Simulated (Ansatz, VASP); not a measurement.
## Two plane-wave programs on CoH3

```
Co H
1.0
     3.82216    0.00000    0.00000
    -1.91108    3.31009    0.00000
     0.00000    0.00000    5.34414
Co H
2 6
Direct
  0.33333 0.66667 0.00000
  0.66667 0.33333 0.00000
  0.33333 0.66667 0.31894
  0.33333 0.66667 0.68106
  0.66667 0.33333 0.68106
  0.66667 0.33333 0.31894
  0.33333 0.66667 0.50000
  0.66667 0.33333 0.50000
```

Alike in both runs: functional PBE; k mesh 4 × 4 × 2; occupations gaussian, width 0.15 eV; collinear spin.

Ansatz relaxed the structure, and its values are those at the end. VASP's run is a single point on that final structure, the one shown.

|  | VASP | Ansatz |
| --- | --- | --- |
| version | VASP 6.6.1 | Ansatz 0.2.0 |
| potentials or method | VASP PAW PBE potentials, release 64 (Co, H), cutoff 520 eV | scalar-relativistic, plane waves, PAW |
| valence electrons in the cell | 24 | 40 |

Ansatz gave:

- gap on the k mesh at the Fermi level (eV): none
- pressure (GPa): 0.3
- rms of the force components (eV/Å): 0.004
- net moment per atom (μB): 0.43
- size of the moment on the site where the two differ most (μB): 1.44

**Question.** Which values does VASP return?

**Answer.** gap on the k mesh at the Fermi level (eV): none; pressure (GPa): 0.0; rms of the force components (eV/Å): 0.006; net moment per atom (μB): 0.43; size of the moment on the site where the two differ most (μB): 1.60.

Site moments also hang on the region over which each program counts them. A gap of «none» marks a metal or a gap that the smearing closes. VASP's potentials hold 24 valence electrons a cell and Ansatz's 40, so a difference there can come from the potentials and not from the codes.

The k mesh is coarse, so the values compare programs but aren't converged.
